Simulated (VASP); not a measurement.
## As: single point with PBE0

Crystal: As.

```
CELL_PARAMETERS angstrom
2.74559 -0.04696 0.02396
-0.04111 2.74572 0.02307
0.02959 0.03016 2.63331
ATOMIC_POSITIONS crystal
As 0.50000 0.50000 0.50000
```

```json
{
  "Program": "VASP 6.6.1",
  "Task": "single point",
  "Functional": "PBE0",
  "Potentials or basis": "VASP PAW PBE potentials, release 64 (As)",
  "Cutoff": "400 eV",
  "k mesh": "5 × 5 × 6",
  "Occupations": "fermi-dirac, width 0.05 eV",
  "Spin": "no spin polarisation",
  "Dipole correction": "no",
  "Grid for exact exchange (PRECFOCK)": "Normal",
  "Further INCAR settings": "ALGO = Normal; EDIFF = 1e-06; NBANDS = 8",
  "Share of exact exchange": "0.25"
}
```

- Pressure: -0.6 GPa
- Band gap on the k mesh: zero (an odd number of electrons rules out a gap without spin polarisation)

Stress tensor (GPa, compression positive):
```
-0.55 -0.01 -0.03
-0.01 -0.56 -0.03
-0.03 -0.03 -0.75
```

Levels at points of the mesh, in eV from the Fermi level:
```
           k point  band 1  band 2  band 3  band 4  band 5
(0.00, 0.00, 0.00)  -17.37    4.15    4.42    6.09    8.85
(0.00, 0.00, 0.50)  -13.36   -8.53    7.20    7.42   12.13
```

It took 7.6 min on 1 thread of AMD EPYC 7R13, with other jobs on the host, peak memory 0.1 GiB.

Caveat: the k points lie up to 0.46 Å⁻¹ apart, too coarse for converged energies and pressures of a metal; the PAW data sets were made with another functional, which shifts forces and pressure a little; an odd number of electrons without spin polarisation forces a metal; a magnetic or distorted state may lie lower.
